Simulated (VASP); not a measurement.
Set up this calculation in VASP 6.6.1, as the native input.

* Task: single point
* Functional: r2SCAN
* Potentials or basis: VASP PAW PBE potentials, release 64 (Ba_sv)
* Cutoff: 520 eV
* k mesh: 5 × 5 × 5
* Occupations: gaussian, width 0.1 eV
* Spin: no spin polarisation
* Dipole correction: no
* Further INCAR settings: ALGO = Normal; EDIFF = 1e-07; NBANDS = 17

The system is Ba.

```
CELL_PARAMETERS angstrom
0.00000 3.18789 3.18789
3.18789 0.00000 3.18789
3.18789 3.18789 0.00000
ATOMIC_POSITIONS crystal
Ba 0.00000 0.00000 0.00000
Ba 0.25000 0.25000 0.25000
```

This isn't the form of Ba at room conditions, which is bcc.

The input as run:

POSCAR

```
Ba
1.0
    0.0000000000      3.1878850284      3.1878850284
    3.1878850284      0.0000000000      3.1878850284
    3.1878850284      3.1878850284      0.0000000000
Ba
2
Direct
    0.0000000000      0.0000000000      0.0000000000
    0.2500000000      0.2500000000      0.2500000000
```

INCAR.step1

```
  PREC = Accurate
  ENCUT = 520
  ISMEAR = 0
  SIGMA = 0.1
  LREAL = F
  LASPH = T
  NELM = 80
  NBANDS = 17
  GGA = PE
  ALGO = Normal
  EDIFF = 1E-4
  LWAVE = T
  LCHARG = F
```

INCAR.step2

```
  PREC = Accurate
  ENCUT = 520
  EDIFF = 1E-7
  ISMEAR = 0
  SIGMA = 0.1
  LREAL = F
  LASPH = T
  NELM = 80
  ALGO = Normal
  ISIF = 2
  LWAVE = F
  LCHARG = F
  METAGGA = R2SCAN
  LMIXTAU = T
  NBANDS = 17
  ISTART = 1
```

KPOINTS

```
Automatic mesh
0
Gamma
  5 5 5
```

Potentials or basis: VASP PAW PBE potentials, release 64 (Ba_sv).

The run is started by

```bash
$ cat potpaw_PBE.64/Ba_sv/POTCAR > POTCAR
$ cp INCAR.step1 INCAR
$ mpirun -np 1 vasp_std > vasp.out
$ cp INCAR.step2 INCAR
$ mpirun -np 1 vasp_std > vasp.out
```

It gave:

The pressure is 35.3 GPa and the band gap on the k mesh is zero (bands 10 and 11 overlap by 0.39 eV).

Caveat: the cell stands under pressure; the PAW data sets were made with another functional, which shifts forces and pressure a little; spin-orbit coupling is left out, which moves the levels of the heavy elements.

Run time: 28 s on 1 thread of Intel(R) Xeon(R) 6975P-C (Granite Rapids), on a shared host, peak memory 0.2 GiB.
